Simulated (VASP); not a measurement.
A run of VASP 6.6.1:

INCAR

```
SYSTEM = Au
PREC = Accurate
ENCUT = 520
EDIFF = 1E-6
ISMEAR = 0
SIGMA = 0.1
LREAL = .False.
LASPH = .True.
NELM = 60
ALGO = Normal
ISIF = 2
LWAVE = .False.
LCHARG = .True.
LELF = .True.
LVHAR = .True.
NBANDS = 18
```

Contents of KPOINTS:

```
regular mesh
0
Gamma
  12 12 6
  0 0 0
```

POSCAR

```
Au
1.0
    1.3726243363     -2.4858689586      0.0000000000
    1.3726243363      2.4858689586      0.0000000000
    0.0000000000      0.0000000000      4.7590424668
Au
2
Direct
    0.6653300000      0.3346700000      0.2500000000
    0.3346700000      0.6653300000      0.7500000000
```

Potentials or basis: VASP PAW LDA potentials, release 64 (Au).

The run is started by

```bash
$ cat potpaw_LDA.64/Au/POTCAR > POTCAR
$ mpirun -np 1 vasp_std > vasp.out
```

Hardware: 1 thread of Intel(R) Xeon(R) 6975P-C (Granite Rapids) (shared host).

Q: How long does it take, and how much memory?

A: It took 22 s on 1 thread of Intel(R) Xeon(R) 6975P-C (Granite Rapids) (shared host), peak memory 0.2 GiB. Counts: scf iterations 11, k points 172.
